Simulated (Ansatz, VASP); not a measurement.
## One calculation of InO, two programs

File INCAR:

```
SYSTEM = InO
PREC = Accurate
ENCUT = 520
EDIFF = 1E-6
ISMEAR = 0
SIGMA = 0.03
LREAL = .False.
LASPH = .True.
NELM = 100
ALGO = Normal
ISIF = 2
LWAVE = .False.
LCHARG = .True.
GGA = PE
LELF = .True.
LVHAR = .True.
NBANDS = 27
```

KPOINTS

```
Automatic mesh
0
Gamma
  12 12 4
  0 0 0
```

File POSCAR:

```
InO
1.0
    3.3456169015      0.0000000000      0.0000000000
   -1.6728084508      2.8973892280      0.0000000000
    0.0000000000      0.0000000000     16.9186732734
In O
2 2
Direct
    0.6666666667      0.3333333333      0.5900210000
    0.6666666667      0.3333333333      0.4099790000
    0.0000000000      0.0000000000      0.6398670000
    0.0000000000      0.0000000000      0.3601330000
```

Input for Ansatz:

```yaml
crystal:
  lattice:
    - [3.3456169015, 0.0, 0.0]
    - [-1.6728084508, 2.897389228, 0.0]
    - [0.0, 0.0, 16.9186732734]
  atoms:
    - { symbol: In, position: [0.6666666667, 0.3333333333, 0.590021] }
    - { symbol: In, position: [0.6666666667, 0.3333333333, 0.409979] }
    - { symbol: O, position: [0.0, 0.0, 0.639867] }
    - { symbol: O, position: [0.0, 0.0, 0.360133] }
basis:
  ecutwfc: 420
kpoints:
  mp_grid: { grid: [12, 12, 4] }
hamiltonian:
  xc: pbe
scf:
  occupations: { method: gaussian, width: 0.03 }
output:
  forces: true
  stress: true
  eigenvalues: true
```

Alike in both runs: task single point; functional PBE; k mesh 12 × 12 × 4; occupations gaussian, width 0.03 eV; no spin polarisation.

|  | VASP | Ansatz |
| --- | --- | --- |
| version | VASP 6.6.1 | Ansatz 0.2.0 |
| potentials or method | VASP PAW PBE potentials, release 64 (In_d, O), cutoff 520 eV | scalar-relativistic, plane waves, PAW |
| valence electrons in the cell | 38 | 38 |

```csv
,VASP,Ansatz,Ansatz less VASP
gap on the k mesh at the Fermi level (eV),0.03,0.03,+0.004
least direct gap on the mesh (eV),1.22,1.23,+0.011
rms of the force components (eV/Å),0.336,0.320,-0.0165
```

Atom by atom the forces differ by 0.022 eV/Å (rms over components). With one functional, cell and mesh, what is left measures potentials, basis and numerics.
